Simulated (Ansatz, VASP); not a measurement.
# AgO: VASP beside Ansatz

```
Ag O
1.0
     0.00000    2.50586    2.50586
     2.50586    0.00000    2.50586
     2.50586    2.50586    0.00000
Ag O
1 1
Direct
  0.00000 0.00000 0.00000
  0.75000 0.75000 0.75000
```

Alike in both runs: functional r2SCAN; k mesh 14 × 14 × 14; occupations gaussian, width 0.1 eV; collinear spin.

Ansatz relaxed the structure, and its values are those at the end. VASP's run is a single point on that final structure, the one shown.

|  | VASP | Ansatz |
| --- | --- | --- |
| version | VASP 6.6.1 | Ansatz 0.2.0 |
| potentials or method | VASP PAW PBE potentials, release 64 (Ag, O), cutoff 520 eV | scalar-relativistic, plane waves, PAW |
| valence electrons in the cell | 17 | 25 |

|  | VASP | Ansatz | Ansatz less VASP |
| --- | --- | --- | --- |
| gap on the k mesh at the Fermi level (eV) | none | none | - |
| pressure (GPa) | -1.7 | 0.0 | +1.61 |
| net moment per atom (μB) | 0.00 | 0.44 | +0.444 |
| size of the moment on the site where the two differ most (μB) | 0.00 | 0.53 | +0.531 |

The net moments are unlike, so the other rows may belong to different states. VASP's potentials were made for PBE, not for r2SCAN. Site moments also hang on the region over which each program counts them. A gap of «none» marks a metal or a gap that the smearing closes. VASP's potentials hold 17 valence electrons a cell and Ansatz's 25, so a difference there can come from the potentials and not from the codes.
